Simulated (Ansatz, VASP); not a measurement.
**One calculation of BN, two programs**

File INCAR:

```
SYSTEM = BN
PREC     = Accurate       ! precision mode
ENCUT    = 600            ! plane-wave cutoff, eV
EDIFF    = 1E-6           ! SCF threshold, eV
ISMEAR   = -1             ! smearing method
SIGMA    = 0.05           ! smearing width, eV
LREAL    = .False.        ! projectors in reciprocal space
LASPH    = .True.         ! aspherical terms in the spheres
NELM     = 120            ! most SCF steps
ALGO     = Normal         ! electronic algorithm
ISIF     = 2              ! what is computed and relaxed
LWAVE    = .False.        ! write WAVECAR
LCHARG   = .False.        ! write CHGCAR
GGA      = CA             ! functional
NBANDS   = 11             ! bands
GGA_COMPAT= .False.
```

The input KPOINTS:

```
regular mesh
0
Gamma
  15 15 15
  0 0 0
```

The input POSCAR:

```
BN
1.0
    0.0000000000      1.6575481203      1.6575481203
    1.6575481203      0.0000000000      1.6575481203
    1.6575481203      1.6575481203      0.0000000000
B N
1 1
Direct
    0.0000000000      0.0000000000      0.0000000000
    0.5000000000      0.5000000000      0.5000000000
```

Input for Ansatz:

```yaml
crystal:
  lattice:
    - [0.0, 1.6575481203, 1.6575481203]
    - [1.6575481203, 0.0, 1.6575481203]
    - [1.6575481203, 1.6575481203, 0.0]
  atoms:
    - { symbol: B, position: [0.0, 0.0, 0.0] }
    - { symbol: "N", position: [0.5, 0.5, 0.5] }
kpoints:
  mp_grid: { grid: [15, 15, 15] }
scf:
  occupations: { method: fermi_dirac, width: 0.05 }
hamiltonian:
  xc: lda
  pseudopotentials: { kind: all_electron, datasets: crystal }
output:
  forces: true
  stress: true
  eigenvalues: true
```

Change from the starting cell: volume scaled by 0.88, crystal datasets.

Alike in both runs: task single point; functional LDA; k mesh 15 × 15 × 15; occupations fermi-dirac, width 0.05 eV; no spin polarisation.

```csv
,VASP,Ansatz
version,VASP 6.6.1,Ansatz 0.2.0
potentials or method,"VASP PAW LDA potentials, release 64 (B, N), cutoff 600 eV","all-electron PAW with datasets made for the crystal, scalar-relativistic"
```

Ansatz gave:

- gap on the k mesh at the Fermi level (eV): 2.68
- pressure (GPa): 68.3

Question: Estimate VASP's values.

Answer: gap on the k mesh at the Fermi level (eV): 2.67; pressure (GPa): 69.1.

LDA's correlation is that of Perdew and Zunger in VASP and of Perdew and Wang (1992) in Ansatz. Both programs put the cell under a high pressure, so it lies far from rest at this level. Ansatz ran all-electron here, and VASP with PAW potentials.

Noted on VASP's run: the cell as given lies far from equilibrium.
